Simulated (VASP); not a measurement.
Here is a VASP 6.6.1 calculation.

INCAR

```
  ALGO = Normal
  EDIFF = 1E-7
  ENCUT = 520
  GGA = PS
  ISIF = 2
  ISMEAR = -1
  LASPH = T
  LCHARG = F
  LREAL = F
  LWAVE = F
  NBANDS = 18
  NELM = 80
  PREC = Accurate
  SIGMA = 0.05
```

KPOINTS

```
k-points
0
Gamma
  7 7 5
```

Contents of POSCAR:

```
As
1.0
    1.7885000000     -5.3900000000      0.0000000000
    1.7885000000      5.3900000000      0.0000000000
    0.0000000000      0.0000000000      4.4700000000
As
4
Direct
    0.3900000000      0.6100000000      0.5600000000
    0.8900000000      0.1100000000      0.9400000000
    0.6100000000      0.3900000000      0.4400000000
    0.1100000000      0.8900000000      0.0600000000
```

Potentials or basis: VASP PAW PBE potentials, release 64 (As).

Command:

```sh
$ cat potpaw_PBE.64/As/POTCAR > POTCAR
$ mpirun -np 1 vasp_std > vasp.out
```

Question: What does it give for the pressure?

Answer: 3.4 GPa.

Question: What does it give for the largest force?

Answer: 0.474 eV/Å.

Question: Predict the band gap on the k mesh.

Answer: Zero (bands 10 and 11 overlap by 0.13 eV).

Stress tensor (GPa, compression positive):
```
4.41 0.00 0.00
0.00 4.59 0.00
0.00 0.00 1.06
```

Caveat: the cell stands under pressure; the PAW data sets were made with another functional, which shifts forces and pressure a little.
